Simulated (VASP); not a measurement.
Runs of VASP 6.6.1 on IrC3. The structure is that of space group Im-3m (No. 229), or close to it. The cells are those of the table. 

```tsv
task	potentials or basis	cell	k mesh	cutoff (eV)	second run	gap on the mesh (eV)	pressure (GPa)	relaxed volume (Å³/atom)
single point	VASP PAW PBE potentials, release 64 (Ir_sv_GW, C)	a = 3.594 Å, angles 109.5°, 4 atoms	6 × 6 × 6	600	valence_matched	none	(a)	-
relaxation of cell and atoms	VASP PAW PBE potentials, release 64 (Ir, C)	relaxed from a = 3.594 Å, angles 109.5°, 4 atoms	16 × 16 × 16	600	-	none	0.0	(b)
single point	VASP PAW PBE potentials, release 64 (Ir, C)	a = 3.594 Å, angles 109.5°, 4 atoms	6 × 6 × 6	520	-	none	1.2	-
relaxation of cell and atoms	VASP PAW PBE potentials, release 64 (Ir, C)	relaxed from a = 3.913 Å, angles 109.5°, 4 atoms	6 × 6 × 6	600	-	none	0.0	8.96
single point	VASP PAW PBE potentials, release 64 (Ir, C)	a = 3.593 Å, angles 109.5°, 4 atoms	16 × 16 × 16	520	-	none	1.6	-
```

Alike in all rows: level PBE; no spin polarisation; smearing gaussian 0.1 eV.

Q: Estimate the missing entries.

A: (a) -0.8; (b) 8.97.

Caveats: spin-orbit coupling is left out, which moves the levels of the heavy elements; the volume moved by over 15 % at a fixed basis, so the end points are rough (some runs).

A k mesh can miss the band edges, and the runs leave out spin-orbit coupling on Ir.

A gap of «none» marks levels without a gap at the run's occupations.

The runs don't all hold the same shells in valence.
